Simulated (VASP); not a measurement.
A run of VASP 6.6.1 is set up as follows.

File INCAR:

```
PREC = Accurate
ENCUT = 520
EDIFF = 1E-6
ISMEAR = 0
SIGMA = 0.05
LREAL = F
LASPH = T
NELM = 100
ALGO = Normal
ISIF = 2
LWAVE = F
LCHARG = F
GGA = RE
IVDW = 12
NBANDS = 12
```

The input KPOINTS:

```
Automatic mesh
0
Gamma
  12 12 12
```

Contents of POSCAR:

```
LiF
1.0
   -0.2126113725      1.9135023522      1.9135023522
    1.9135023522     -0.2126113725      1.9135023522
    1.9135023522      1.9135023522     -0.2126113725
Li F
1 1
Direct
    0.0000000000      0.0000000000      0.0000000000
    0.5000000000      0.5000000000      0.5000000000
```

Potentials or basis: VASP PAW PBE potentials, release 64 (Li_sv, F).

Launch:

```console
$ cat potpaw_PBE.64/Li_sv/POTCAR potpaw_PBE.64/F/POTCAR > POTCAR
$ mpirun -np 1 vasp_std > vasp.out
```

Estimate the dispersion energy per atom.

-0.353 eV.

Predict the band gap on the k mesh.

8.72 eV, direct.

 A k mesh can miss the band edges.
